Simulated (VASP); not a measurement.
Here is a VASP 6.6.1 calculation.

Contents of POSCAR:

```
TiN
1.0
    0.0000000000      2.1162479043      2.1162479043
    2.1162479043      0.0000000000      2.1162479043
    2.1162479043      2.1162479043      0.0000000000
Ti N
1 1
Direct
    0.0000000000      0.0000000000      0.0000000000
    0.5000000000      0.5000000000      0.5000000000
```

INCAR.step1

```
SYSTEM = TiN
PREC = Accurate
ENCUT = 520
ISMEAR = 0
SIGMA = 0.1
LREAL = .FALSE.
LASPH = .TRUE.
NELM = 100
NBANDS = 16
GGA = PE
ALGO = Normal
EDIFF = 1E-4
LWAVE = .TRUE.
LCHARG = .FALSE.
```

The input INCAR.step2:

```
SYSTEM = TiN
PREC = Accurate
ENCUT = 520
EDIFF = 1E-7
ISMEAR = 0
SIGMA = 0.1
LREAL = .FALSE.
LASPH = .TRUE.
NELM = 100
ALGO = Normal
ISIF = 2
LWAVE = .FALSE.
LCHARG = .FALSE.
METAGGA = R2SCAN
LMIXTAU = .TRUE.
NBANDS = 16
ISTART = 1
```

File KPOINTS:

```
Automatic mesh
0
G
  18 18 18
  0 0 0
```

Potentials or basis: VASP PAW PBE potentials, release 64 (Ti_sv, N).

Command:

```console
$ cat potpaw_PBE.64/Ti_sv/POTCAR potpaw_PBE.64/N/POTCAR > POTCAR
$ cp INCAR.step1 INCAR
$ mpirun -np 1 vasp_std > vasp.out
$ cp INCAR.step2 INCAR
$ mpirun -np 1 vasp_std > vasp.out
```

Problem. Estimate the pressure.

Solution. 1.5 GPa.

Problem. Predict the band gap on the k mesh.

Solution. Zero (an odd number of electrons rules out a gap without spin polarisation).

Caveat: the PAW data sets were made with another functional, which shifts forces and pressure a little.
